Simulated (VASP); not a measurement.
# Ge (Fd-3m) in VASP: relaxation of cell and atoms with PBEsol

Aim: the relaxation of cell and atoms of Ge with PBEsol.

All numbers are computed with VASP 6.6.1; they aren't measurements. Logs are shortened: lines on timing, memory, paths and dates and some standing lists are left out, and cuts for length are marked.

## (1) The cell of the first run

Symmetry: Fd-3m, No. 227, cubic system. Conventional cell: a = 5.353 Å, b = 5.353 Å, c = 5.353 Å, α = 90.00°, β = 90.00°, γ = 90.00°. Ge (site symmetry -43m) has 4 Ge at 2.32 Å within 3.1 Å.

## (2) Relaxation of cell and atoms, PBEsol, target pressure 35 GPa, at which the enthalpy is minimised

Contents of INCAR:

```
PREC = Accurate ; ENCUT = 600
EDIFF = 1E-6 ; ISMEAR = 0
SIGMA = 0.01 ; LREAL = False
LASPH = True ; NELM = 100
ALGO = Normal ; ISIF = 3
LWAVE = False ; LCHARG = False
GGA = PS ; IBRION = 2
NSW = 80 ; EDIFFG = -0.001
PSTRESS = 350.0
```

Contents of KPOINTS:

```
regular mesh
0
Gamma
  12 12 12
```

Contents of POSCAR:

```
Ge
1.0
    0.0000000000      2.6762525870      2.6762525870
    2.6762525870      0.0000000000      2.6762525870
    2.6762525870      2.6762525870      0.0000000000
Ge
2
Direct
    0.5000000000      0.5000000000      0.5000000000
    0.7500000000      0.7500000000      0.7500000000
```

Potentials or basis: VASP PAW PBE potentials, release 64 (Ge_d).

The run is started by

```bash
cat potpaw_PBE.64/Ge_d/POTCAR > POTCAR
mpirun -np 1 vasp_std > vasp.out
```

OUTCAR:

```text
PREC = Accurate
   ENCUT = 600
   EDIFF = 1E-6
   ISMEAR = 0
   LREAL = False
   LASPH = True
   NELM = 100
   ISIF = 3
   GGA = PS
   IBRION = 2
   NSW = 80
   EDIFFG = -0.001
   PSTRESS = 350.0

 ion  position               nearest neighbor table
   1  0.500  0.500  0.500-   2 2.32   2 2.32   2 2.32   2 2.32
   2  0.750  0.750  0.750-   1 2.32   1 2.32   1 2.32   1 2.32

  LATTYP: Found a face centered cubic cell.
 ALAT       =     5.3525051740

  Lattice vectors:

 A1 = (   0.0000000000,   2.6762525870,   2.6762525870)
 A2 = (   2.6762525870,   0.0000000000,   2.6762525870)
 A3 = (   2.6762525870,   2.6762525870,   0.0000000000)

Analysis of symmetry for initial positions (statically):
=====================================================================
 Subroutine PRICEL returns:
 Original cell was already a primitive cell.

 Routine SETGRP: Setting up the symmetry group for a
 face centered cubic supercell.

 Subroutine GETGRP returns: Found 48 space group operations
 (whereof 24 operations were pure point group operations)
 out of a pool of 48 trial point group operations.

The static configuration has the point symmetry T_d .
 The point group associated with its full space group is O_h .

Analysis of symmetry for dynamics (positions and initial velocities):
=====================================================================
 Subroutine PRICEL returns:
 Original cell was already a primitive cell.

 Routine SETGRP: Setting up the symmetry group for a
 face centered cubic supercell.

 Subroutine GETGRP returns: Found 48 space group operations
 (whereof 24 operations were pure point group operations)
 out of a pool of 48 trial point group operations.

The dynamic configuration has the point symmetry T_d .
 The point group associated with its full space group is O_h .

 Subroutine INISYM returns: Found 48 space group operations
 (whereof 24 operations are pure point group operations),
 and found     1 'primitive' translations

----------------------------------------------------------------------------------------

                                     Primitive cell

  volume of cell :      38.3364

  direct lattice vectors                    reciprocal lattice vectors
     0.000000000  2.676252587  2.676252587    -0.186828404  0.186828404  0.186828404
     2.676252587  0.000000000  2.676252587     0.186828404 -0.186828404  0.186828404
     2.676252587  2.676252587  0.000000000     0.186828404  0.186828404 -0.186828404

  length of vectors
     3.784792705  3.784792705  3.784792705     0.323596288  0.323596288  0.323596288

  position of ions in fractional coordinates (direct lattice)
     0.500000000  0.500000000  0.500000000
     0.750000000  0.750000000  0.750000000

  ion indices of the primitive-cell ions
   primitive index   ion index
                 1           1
                 2           2

----------------------------------------------------------------------------------------

 KPOINTS: regular mesh

Automatic generation of k-mesh.
 Grid dimensions read from file:
 generate k-points for:   12   12   12

 Generating k-lattice:

  Cartesian coordinates                     Fractional coordinates (reciprocal lattice)
    -0.015569034  0.015569034  0.015569034     0.083333333  0.000000000  0.000000000
     0.015569034 -0.015569034  0.015569034     0.000000000  0.083333333  0.000000000
     0.015569034  0.015569034 -0.015569034     0.000000000  0.000000000  0.083333333

  Length of vectors
     0.026966357  0.026966357  0.026966357

  Shift w.r.t. Gamma in fractional coordinates (k-lattice)
     0.000000000  0.000000000  0.000000000

 Subroutine IBZKPT returns following result:
 ===========================================

 Found     72 irreducible k-points:

 Following reciprocal coordinates:
            Coordinates               Weight
  0.000000  0.000000  0.000000      1.000000
  0.083333  0.000000  0.000000      8.000000
  0.166667  0.000000  0.000000      8.000000
  0.250000  0.000000  0.000000      8.000000
  0.333333  0.000000  0.000000      8.000000
  0.416667  0.000000  0.000000      8.000000
[... 16 lines left out ...]
  0.500000  0.166667  0.000000     24.000000
 -0.416667  0.166667  0.000000     24.000000
 [... further k-points ...]
   k-points           NKPTS =     72   k-points in BZ     NKDIM =     72   number of bands    NBANDS=     18
   number of dos      NEDOS =    301   number of ions     NIONS =      2
   total plane-waves  NPLWV =  27000
   dimension x,y,z NGX =    30 NGY =   30 NGZ =   30
   dimension x,y,z NGXF=    60 NGYF=   60 NGZF=   60
   ions per type =               2
   NGX,Y,Z   is equivalent  to a cutoff of  13.18, 13.18, 13.18 a.u.
   NGXF,Y,Z  is equivalent  to a cutoff of  26.35, 26.35, 26.35 a.u.
 SYSTEM =  unknown system
   PREC   = accura    normal or accurate (medium, high low for compatibility)
   ISTART =      0    job   : 0-new  1-cont  2-samecut
   ICHARG =      2    charge: 1-file 2-atom 10-const
   ISPIN  =      1    spin polarized calculation?
   LNONCOLLINEAR =      F non collinear calculations
   LSORBIT =      F    spin-orbit coupling
   LASPH  =      T    aspherical Exc in radial PAW
   ENCUT  =  600.0 eV  44.10 Ry    6.64 a.u.   7.56  7.56  7.56*2*pi/ulx,y,z
   NELM   =    100;   NELMIN=  2; NELMDL= -5     # of ELM steps
   EDIFF  = 0.1E-05   stopping-criterion for ELM
   LREAL  =      F    real-space projection
   EDIFFG = -.1E-02   stopping-criterion for IOM
   NSW    =     80    number of steps for IOM
   IBRION =      2    ionic relax: 0-MD 1-quasi-New 2-CG
   NFREE  =      1    steps in history (QN), initial steepest desc. (CG)
   ISIF   =      3    stress and relaxation
   ISYM   =      2    0-nonsym 1-usesym 2-fastsym
   POTIM  = 0.5000    time-step for ionic-motion
   TEBEG  =    0.0;   TEEND  =   0.0 temperature during run
   PSTRESS=  350.0 pullay stress
   NELECT =      28.0000    total number of electrons
   NUPDOWN=      -1.0000    fix difference up-down
   EMIN   =  10.00;   EMAX   =-10.00  energy-range for DOS
   EFERMI =   0.00;   METHOD = LEGACY
   ISMEAR =     0;   SIGMA  =   0.01  broadening in eV -4-tet -1-fermi 0-gaus
   EFERMI_NEDOS =   21; number of points for ismear=-14 and -15
   IALGO  =     38    algorithm
   IMIX   =      4    mixing-type and parameters
     AMIX     =   0.40;   BMIX     =  1.00
     AMIX_MAG =   1.60;   BMIX_MAG =  1.00
  volume/ion in A,a.u.               =      19.17       129.35
  Fermi-wavevector in a.u.,A,eV,Ry     =   1.474315  2.786052 29.573705  2.173606
  Thomas-Fermi vector in A             =   2.589102
   LORBIT       =      0    0 simple, 1 ext, 2 COOP (PROOUT), +10 PAW based schemes
   GGA     = PS    functional components
   LHFCALC =     F    Hartree Fock is set to
   AEXX    =    0.0000 exact exchange contribution
   IVDW    =     0    specifies the selected vdW correction
   LEPSILON=     F    determine dielectric tensor
   LRPA    =     F    only Hartree local field effects (RPA)
 conjugate gradient relaxation of ions
 non-spin polarized calculation
 Gauss-broadening in eV      SIGMA  =   0.01
  energy-cutoff  :      600.00
  volume of cell :       38.34
 maximum number of plane-waves:      1303
   NGX = 15   NGY = 15   NGZ = 15

--------------------------------------- Ionic step        1  -------------------------------------------

 number of electron      28.0000027 magnetization

 Free energy of the ion-electron system (eV)
  ---------------------------------------------------
  ext. energy  EPLUGINS =         0.00000000
  ---------------------------------------------------
  free energy    TOTEN  =        -9.52601447 eV

  energy without entropy =       -9.52601447  energy(sigma->0) =       -9.52601447

------------------------ aborting loop because EDIFF is reached ----------------------------------------

  FORCE on cell =-STRESS in cart. coord.  units (eV):
  Direction    XX          YY          ZZ          XY          YZ          ZX
  --------------------------------------------------------------------------------------
  -------------------------------------------------------------------------------------
  Total        4.2744184      4.2744184      4.2744184     -0.0000000     -0.0000000      0.0000000
  in kB      178.6390171    178.6390171    178.6390171     -0.0000000     -0.0000000      0.0000000
  external PRESSURE =    -171.3609829 kB  Pullay stress =     350.0000000 kB
[... 23 lines left out ...]
  enthalpy is  TOTEN    =        -1.1513241238 eV   P V=        8.3746903457

--------------------------------------- Ionic step        2  -------------------------------------------

 number of electron      28.0000004 magnetization

 E-fermi :  10.6426     XC(G=0): -12.6325

 val. band max:       10.6363457458   @ k =   0.0833   0.0000   0.0000
 cond. band min:      10.6656974494   @ k =   0.5000   0.4167   0.0000
 fundamental gap:      0.0293517036
 Fermi energy:        10.6426346374

 k-point     1 :       0.0000    0.0000    0.0000
  band No.  band energies     occupation
      1     -15.4006      2.00000
      2     -15.4006      2.00000
      3     -15.4006      2.00000
      4     -15.3128      2.00000
      5     -15.3128      2.00000
      6     -14.6480      2.00000
[... 10 lines left out ...]
     17      13.4543      0.00000
     18      15.8888      0.00000
[... 550 lines left out ...]
  FREE ENERGIE OF THE ION-ELECTRON SYSTEM (eV)
  ---------------------------------------------------
  free  energy   TOTEN  =        -8.9999399694 eV

  energy  without entropy=       -8.9999281955  energy(sigma->0) =       -8.99993408

  enthalpy is  TOTEN    =        -1.3561142836 eV   P V=        7.6438256858

[... ionic steps 4 to 8 ...]

--------------------------------------- Ionic step        9  -------------------------------------------

 number of electron      27.9999989 magnetization

------------------------ aborting loop because EDIFF is reached ----------------------------------------

  FORCE on cell =-STRESS in cart. coord.  units (eV):
  Direction    XX          YY          ZZ          XY          YZ          ZX
  --------------------------------------------------------------------------------------
  -------------------------------------------------------------------------------------
  Total        7.6085421      7.6085421      7.6085421     -0.0000000      0.0000000     -0.0000000
  in kB      350.8078689    350.8078689    350.8078689     -0.0000000      0.0000000     -0.0000000
  external PRESSURE =       0.8078689 kB  Pullay stress =     350.0000000 kB
[... 61 lines left out ...]
  enthalpy is  TOTEN    =        -1.3571820569 eV   P V=        7.5911202647

--------------------------------------- Ionic step       11  -------------------------------------------

 number of electron      27.9999989 magnetization

 Free energy of the ion-electron system (eV)
  ---------------------------------------------------
  ext. energy  EPLUGINS =         0.00000000
  ---------------------------------------------------
  free energy    TOTEN  =        -8.94828204 eV

  energy without entropy =       -8.94825578  energy(sigma->0) =       -8.94826891

 E-fermi :   7.8486     XC(G=0): -11.4512

 val. band max:        7.6419599287   @ k =  -0.0833   0.0833   0.0000
 cond. band min:       7.8497604367   @ k =   0.0000   0.0000   0.0000
 fundamental gap:      0.2078005080
 Fermi energy:         7.8486141514

 k-point     1 :       0.0000    0.0000    0.0000
  band No.  band energies     occupation
      1     -17.5305      2.00000
      2     -17.5305      2.00000
      3     -17.5305      2.00000
      4     -17.4686      2.00000
      5     -17.4686      2.00000
      6     -17.0611      2.00000
[... 10 lines left out ...]
     17      10.4223      0.00000
     18      10.4671      0.00000
[... 512 lines left out ...]
  FREE ENERGIE OF THE ION-ELECTRON SYSTEM (eV)
  ---------------------------------------------------
  free  energy   TOTEN  =        -8.9482820436 eV

  energy  without entropy=       -8.9482557834  energy(sigma->0) =       -8.94826891

  enthalpy is  TOTEN    =        -1.3571819838 eV   P V=        7.5911000598

 reached required accuracy - stopping structural energy minimisation
```

Run time: 1.9 min. Hardware: 1 thread of Intel Xeon 6975P-C (Granite Rapids), shared host; peak memory 0.2 GiB.

Results:

```
Free energy                                                : -8.9483 eV
Relaxed volume                                             : 17.37 Å³/atom
Relaxed cell                                               : a = 3.663 Å, b = 3.663 Å, c = 3.663 Å, α = 60.00°, β = 60.00°, γ = 60.00°
Space group after relaxing (to 0.1 Å)                      : Fd-3m (No. 227)
Energy change on relaxing (the run minimises the enthalpy) : +288.9 meV/atom
Ionic steps                                                : 11
Pressure after relaxing                                    : 35.0 GPa
Band gap on the k mesh                                     : zero (filled and empty bands touch)
```

Step by step:
```tsv
step	energy change (eV)	largest force (eV/Å)	pressure (GPa)	volume (Å³)
1	0.0000	0.0000	17.86	38.34
2	3.2007	0.0000	100.89	28.05
3	0.5261	0.0000	33.78	34.99
4	0.5619	0.0000	34.62	34.82
5	0.5782	0.0000	35.03	34.75
6	0.5754	0.0000	34.91	34.76
7	0.5775	0.0000	34.87	34.75
8	0.5781	0.0000	35.14	34.75
9	0.5778	0.0000	35.08	34.75
10	0.5777	0.0000	34.98	34.75
11	0.5777	0.0000	34.99	34.75
```

Final structure:
```cif
data_structure
_symmetry_space_group_name_H-M 'P 1'
_symmetry_Int_Tables_number 1
_cell_length_a 3.6629
_cell_length_b 3.6629
_cell_length_c 3.6629
_cell_angle_alpha 60.000
_cell_angle_beta 60.000
_cell_angle_gamma 60.000
_cell_volume 34.75
loop_
_atom_site_label
_atom_site_type_symbol
_atom_site_fract_x
_atom_site_fract_y
_atom_site_fract_z
_atom_site_occupancy
Ge1 Ge 0.50000 0.50000 0.50000 1
Ge2 Ge 0.75000 0.75000 0.75000 1
```

Levels at points of the mesh, in eV from the Fermi level:
```csv
k point,band 12,band 13,band 14,band 15,band 16,band 17
"(0.00, 0.00, 0.00)",0.00,0.00,0.00,2.57,2.57,2.57
"(0.50, 0.00, 0.00)",-9.22,-1.89,-1.89,1.05,3.74,3.74
"(0.50, 0.50, 0.00)",-10.13,-4.17,-4.17,0.19,0.19,11.83
```

Caveat: the cell is relaxed towards a set pressure, so the run minimises the enthalpy, not the energy; semilocal functionals underestimate gaps, and a narrow one can read as zero; the PAW data sets were made with another functional, which shifts forces and pressure a little.

The gap in the log of VASP goes by the Fermi energy; the results here count the filled bands.